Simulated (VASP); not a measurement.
# HfN (P6_3/mmc) in VASP: further runs, part 2 of 2

VASP 6.6.1.

## (3) Relaxation of cell and atoms, PBEsol, target pressure 10 GPa, at which the enthalpy is minimised

INCAR

```
SYSTEM = HfN
PREC = Accurate ; ENCUT = 600
EDIFF = 1E-6 ; ISMEAR = 0
SIGMA = 0.1 ; LREAL = .False.
LASPH = .True. ; NELM = 60
ALGO = Normal ; ISIF = 3
LWAVE = .False. ; LCHARG = .False.
GGA = PS ; IBRION = 2
NSW = 60 ; EDIFFG = -0.01
PSTRESS = 100.0
```

KPOINTS

```
Automatic mesh
0
Gamma
  8 8 4
  0 0 0
```

POSCAR

```
HfN
1.0
    3.1339100000      0.0000000000      0.0000000000
   -1.5669500000      2.7140400000      0.0000000000
    0.0000000000      0.0000000000      5.4167700000
Hf N
2 2
Direct
    0.6666666667      0.3333333333      0.7500000000
    0.3333333333      0.6666666667      0.2500000000
    0.0000000000      0.0000000000      0.0000000000
    0.0000000000      0.0000000000      0.5000000000
```

Potentials or basis: VASP PAW PBE potentials, release 64 (Hf_pv, N).

On the command line:

```
$ cat potpaw_PBE.64/Hf_pv/POTCAR potpaw_PBE.64/N/POTCAR > POTCAR
$ mpirun -np 1 vasp_std > vasp.out
```

OUTCAR:

```text
SYSTEM = HfN
   PREC = Accurate
   ENCUT = 600
   EDIFF = 1E-6
   ISMEAR = 0
   LREAL = .False.
   LASPH = .True.
   NELM = 60
   ISIF = 3
   GGA = PS
   IBRION = 2
   NSW = 60
   EDIFFG = -0.01
   PSTRESS = 100.0

 ion  position               nearest neighbor table
   1  0.667  0.333  0.750-   3 2.26   4 2.26   3 2.26   4 2.26   3 2.26   4 2.26   2 3.26   2 3.26
                             2 3.26   2 3.26   2 3.26   2 3.26
   2  0.333  0.667  0.250-   3 2.26   4 2.26   3 2.26   4 2.26   3 2.26   4 2.26   1 3.26   1 3.26
                             1 3.26   1 3.26   1 3.26   1 3.26
   3  0.000  0.000  0.000-   2 2.26   1 2.26   2 2.26   1 2.26   1 2.26   2 2.26
   4  0.000  0.000  0.500-   2 2.26   1 2.26   2 2.26   1 2.26   1 2.26   2 2.26

  LATTYP: Found a hexagonal cell.
 ALAT       =     3.1339100000
 C/A-ratio  =     1.7284382768

  Lattice vectors:

 A1 = (   3.1339100000,   0.0000000000,   0.0000000000)
 A2 = (  -1.5669500000,   2.7140400000,   0.0000000000)
 A3 = (   0.0000000000,   0.0000000000,   5.4167700000)

Analysis of symmetry for initial positions (statically):
=====================================================================
 Subroutine PRICEL returns:
[... 179 lines left out ...]
  energy without entropy =      -45.82435080  energy(sigma->0) =      -45.83135914

------------------------ aborting loop because EDIFF is reached ----------------------------------------

  FORCE on cell =-STRESS in cart. coord.  units (eV):
  Direction    XX          YY          ZZ          XY          YZ          ZX
  --------------------------------------------------------------------------------------
  -------------------------------------------------------------------------------------
  Total       -1.1947785     -1.1947735     -1.3150479     -0.0000022      0.0000000     -0.0000000
  in kB      -41.5484488    -41.5482751    -45.7308203     -0.0000765      0.0000000     -0.0000000
  external PRESSURE =    -142.9425148 kB  Pullay stress =     100.0000000 kB
[... 107 lines left out ...]
--------------------------------------- Ionic step        4  -------------------------------------------

 number of electron      30.0000002 magnetization

 Free energy of the ion-electron system (eV)
  ---------------------------------------------------
  ext. energy  EPLUGINS =         0.00000000
  ---------------------------------------------------
  free energy    TOTEN  =       -45.80438750 eV

  energy without entropy =      -45.78942828  energy(sigma->0) =      -45.79690789

 E-fermi :   8.0217     XC(G=0): -13.1570

 val. band max:        8.0154378189   @ k =   0.1250   0.0000   0.2500
 cond. band min:       8.0340021723   @ k =   0.2500   0.2500   0.5000
 fundamental gap:      0.0185643535
 Fermi energy:         8.0216561017

 k-point     1 :       0.0000    0.0000    0.0000
  band No.  band energies     occupation
      1     -23.4331      2.00000
      2     -22.3855      2.00000
      3     -22.2854      2.00000
      4     -22.2854      2.00000
      5     -22.2142      2.00000
      6     -22.2142      2.00000
[... 505 lines left out ...]
      6     -22.4335      2.00000
[... 11 lines left out ...]
     18      12.5110      0.00000
     19      12.8324      0.00000

 [... further k-points ...]
[... 5 lines left out ...]
  --------------------------------------------------------------------------------------
  -------------------------------------------------------------------------------------
  Total        2.7093144      2.7093032      2.7485765      0.0000049      0.0000000     -0.0000000
  in kB       98.8620456     98.8616362    100.2947065      0.0001804      0.0000000     -0.0000000
  external PRESSURE =      -0.6605373 kB  Pullay stress =     100.0000000 kB
[... 23 lines left out ...]
  energy  without entropy=      -45.7894282791  energy(sigma->0) =      -45.79690789

  enthalpy is  TOTEN    =       -43.0638874111 eV   P V=        2.7405000860

 reached required accuracy - stopping structural energy minimisation
```

CONTCAR:

```text
HfN
   1.00000000000000
     3.0845189309855328   -0.0000000267085352   -0.0000000000000000
    -1.5422545674240209    2.6712662347668279    0.0000000000000000
     0.0000000000000000    0.0000000000000000    5.3288781519410087
  Hf              N
     2     2
Direct
     0.6666666667000030    0.3333333332999970    0.7500000000000000
     0.3333333332999970    0.6666666667000030    0.2500000000000000
     0.0000000000000000    0.0000000000000000    0.0000000000000000
     0.0000000000000000    0.0000000000000000    0.5000000000000000

  0.00000000E+00  0.00000000E+00  0.00000000E+00
  0.00000000E+00  0.00000000E+00  0.00000000E+00
  0.00000000E+00  0.00000000E+00  0.00000000E+00
  0.00000000E+00  0.00000000E+00  0.00000000E+00
```

It took 81 s on 1 thread of AMD EPYC 9R45 (Zen 5), shared host; peak memory 0.18 GiB.

Results:

```yaml
Free_energy: -45.8044 eV
Relaxed_volume: 10.98 Å³/atom
Relaxed_cell: a = 3.085 Å, b = 3.085 Å, c = 5.329 Å, α = 90.00°, β = 90.00°, γ = 120.00°
Space_group_after_relaxing_to_0.05_Å: P6_3/mmc (No. 194)
Energy_change_on_relaxing_the_enthalpy_is_what_falls: +8.5 meV/atom
Ionic_steps: 4
Pressure_after_relaxing: 9.9 GPa
Band_gap_on_the_k_mesh: zero (band 15 reaches 10.18 eV, above the bottom of band 16 at 7.72 eV)
```

Stress tensor (GPa, compression positive):
```
 9.89  0.00  0.00
 0.00  9.89  0.00
 0.00  0.00 10.03
```

Step by step:
| step | energy change (eV) | largest force (eV/Å) | pressure (GPa) | volume (Å³) |
| --- | --- | --- | --- | --- |
| 1 | 0.0000 | 0.0000 | -4.29 | 46.07 |
| 2 | 0.8275 | 0.0000 | 52.02 | 39.55 |
| 3 | 0.0299 | 0.0000 | 9.43 | 43.98 |
| 4 | 0.0340 | 0.0000 | 9.93 | 43.91 |

Final structure:
```yaml
crystal:
  lattice:
    - [3.08452, 0.00000, 0.00000]
    - [-1.54225, 2.67127, 0.00000]
    - [0.00000, 0.00000, 5.32888]
  atoms:
    - { symbol: Hf, position: [0.66667, 0.33333, 0.75000] }
    - { symbol: Hf, position: [0.33333, 0.66667, 0.25000] }
    - { symbol: N, position: [0.00000, 0.00000, 0.00000] }
    - { symbol: N, position: [0.00000, 0.00000, 0.50000] }
```

Levels at points of the mesh, in eV from the Fermi level:
| k point | band 12 | band 13 | band 14 | band 15 | band 16 | band 17 | band 18 | band 19 |
| --- | --- | --- | --- | --- | --- | --- | --- | --- |
| (0.00, 0.00, 0.00) | -3.54 | -3.54 | -1.54 | -0.52 | 0.89 | 0.89 | 1.54 | 2.08 |
| (0.50, 0.00, 0.00) | -5.54 | -3.11 | -2.77 | -2.26 | 2.80 | 3.10 | 4.89 | 5.11 |
| (0.00, 0.00, 0.50) | -4.38 | -4.38 | -4.38 | 2.16 | 2.16 | 3.24 | 3.24 | 3.24 |
| (0.50, 0.00, 0.50) | -5.52 | -4.44 | -4.44 | -0.07 | -0.07 | 5.21 | 5.21 | 5.27 |

Caveat: the cell is relaxed towards a set pressure, so the enthalpy falls and the energy may rise; the PAW data sets were made with another functional, which shifts forces and pressure a little; spin-orbit coupling is left out, which moves the levels of the heavy elements.

## (4) Relaxation of cell and atoms, PBEsol, target pressure 20 GPa, at which the enthalpy is minimised

INCAR

```
SYSTEM = HfN
ALGO     = Normal         ! electronic algorithm
EDIFF    = 1E-7           ! SCF threshold, eV
EDIFFG   = -0.01          ! ionic threshold
ENCUT    = 600            ! plane-wave cutoff, eV
GGA      = PS             ! functional
IBRION   = 2              ! ionic algorithm
ISIF     = 3              ! what is computed and relaxed
ISMEAR   = 0              ! smearing method
LASPH    = .True.         ! aspherical terms in the spheres
LCHARG   = .False.        ! write CHGCAR
LREAL    = .False.        ! projectors in reciprocal space
LWAVE    = .False.        ! write WAVECAR
NELM     = 80             ! most SCF steps
NSW      = 60             ! ionic steps
PREC     = Accurate       ! precision mode
PSTRESS  = 200.0        
SIGMA    = 0.1            ! smearing width, eV
```

KPOINTS

```
k-points
0
Gamma
  8 8 4
  0 0 0
```

POSCAR is that of step 3.

On the command line:

```
$ cat potpaw_PBE.64/Hf_pv/POTCAR potpaw_PBE.64/N/POTCAR > POTCAR
$ mpirun -np 1 vasp_std > vasp.out
```

It took 2.7 min on 1 thread of AMD EPYC 9R45 (Zen 5), shared host; peak memory 0.18 GiB.

The run converged. Its results:

```
Free energy                                            : -45.6863 eV
Relaxed volume                                         : 10.66 Å³/atom
Relaxed cell                                           : a = 3.053 Å, b = 3.053 Å, c = 5.283 Å, α = 90.00°, β = 90.00°, γ = 120.00°
Space group after relaxing (to 0.05 Å)                 : P6_3/mmc (No. 194)
Energy change on relaxing (the enthalpy is what falls) : +38.0 meV/atom
Ionic steps                                            : 8
Pressure after relaxing                                : 20.1 GPa
Band gap on the k mesh                                 : zero (band 15 reaches 10.52 eV, above the bottom of band 16 at 7.97 eV)
```

Stress tensor (GPa, compression positive):
```
20.13  0.00  0.00
 0.00 20.13  0.00
 0.00  0.00 20.01
```

The path:
| step | energy change (eV) | largest force (eV/Å) | pressure (GPa) | volume (Å³) |
| --- | --- | --- | --- | --- |
| 1 | 0.0000 | 0.0000 | -4.30 | 46.07 |
| 2 | 2.9859 | 0.0000 | 119.40 | 35.38 |
| 3 | 0.1240 | 0.0000 | 18.10 | 42.87 |
| 4 | 0.1452 | 0.0000 | 19.62 | 42.69 |
| 5 | 0.1534 | 0.0000 | 20.19 | 42.63 |
| 6 | 0.1450 | 0.0000 | 19.61 | 42.69 |
| 7 | 0.1489 | 0.0000 | 19.87 | 42.66 |
| 8 | 0.1521 | 0.0000 | 20.09 | 42.64 |

Final structure:
```
Hf N
1.0
     3.05275    0.00000    0.00000
    -1.52637    2.64375    0.00000
     0.00000    0.00000    5.28283
Hf N
2 2
Direct
  0.66667 0.33333 0.75000
  0.33333 0.66667 0.25000
  0.00000 0.00000 0.00000
  0.00000 0.00000 0.50000
```

Levels at points of the mesh, in eV from the Fermi level:
| k point | band 12 | band 13 | band 14 | band 15 | band 16 | band 17 | band 18 | band 19 |
| --- | --- | --- | --- | --- | --- | --- | --- | --- |
| (0.00, 0.00, 0.00) | -3.61 | -3.61 | -1.55 | -0.58 | 0.90 | 0.90 | 1.75 | 2.15 |
| (0.50, 0.00, 0.00) | -5.68 | -3.11 | -2.84 | -2.28 | 2.91 | 3.22 | 5.08 | 5.29 |
| (0.00, 0.00, 0.50) | -4.48 | -4.48 | -4.48 | 2.23 | 2.23 | 3.33 | 3.33 | 3.33 |
| (0.50, 0.00, 0.50) | -5.66 | -4.52 | -4.52 | -0.04 | -0.04 | 5.42 | 5.42 | 5.47 |

Caveat: the cell is relaxed towards a set pressure, so the enthalpy falls and the energy may rise; the PAW data sets were made with another functional, which shifts forces and pressure a little; spin-orbit coupling is left out, which moves the levels of the heavy elements.

## (5) Overview

```csv
cell,gap on the mesh (eV),pressure (GPa)
relaxed,none,0.0
relaxed to 10 GPa,none,9.9
relaxed to 20 GPa,none,20.1
```

Alike in all rows: task relaxation of cell and atoms; level PBEsol; potentials or basis VASP PAW PBE potentials, release 64 (Hf_pv, N); no spin polarisation; k mesh 8 × 8 × 4; cutoff (eV) 600; smearing gaussian 0.1 eV.

Caveats: the PAW data sets were made with another functional, which shifts forces and pressure a little; spin-orbit coupling is left out, which moves the levels of the heavy elements; the cell is relaxed towards a set pressure, so the enthalpy falls and the energy may rise (some runs).

Total energies depend on the potentials used, so only differences within one code and one set of settings carry meaning.
